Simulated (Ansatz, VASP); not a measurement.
## SnSe: VASP beside Ansatz

```
Sn Se
1.0
     0.00000   -4.16723    0.00000
     0.00000    0.00000   -4.38840
    11.48362    0.00000    0.00000
Sn Se
4 4
Cartesian
  1.3511 -3.1254 -3.9669
  10.1325 -1.0418 -0.4215
  4.3907 -1.0418 -1.7727
  7.0929 -3.1254 -2.6157
  9.8414 -3.1254 -2.2952
  1.6422 -1.0418 -2.0932
  7.3840 -1.0418 -0.1010
  4.0996 -3.1254 -4.2874
```

Alike in both runs: task single point; functional PBE; dispersion D3(BJ); k mesh 8 × 8 × 3; occupations gaussian, width 0.05 eV; no spin polarisation.

```csv
,VASP,Ansatz
version,VASP 6.6.1,Ansatz 0.2.0
potentials or method,"VASP PAW PBE potentials, release 64 (Sn_d, Se), cutoff 520 eV","scalar-relativistic, plane waves, PAW"
valence electrons in the cell,80,120
```

|  | VASP | Ansatz | Ansatz less VASP |
| --- | --- | --- | --- |
| gap on the k mesh at the Fermi level (eV) | 0.56 | 0.57 | +0.009 |
| least direct gap on the mesh (eV) | 0.83 | 0.84 | +0.009 |
| pressure (GPa) | 0.0 | 0.0 | -0.02 |
| rms of the force components (eV/Å) | 0.007 | 0.002 | -0.0056 |

Atom by atom the forces differ by 0.008 eV/Å (rms over components). VASP's potentials hold 80 valence electrons a cell and Ansatz's 120, so a difference there can come from the potentials and not from the codes.
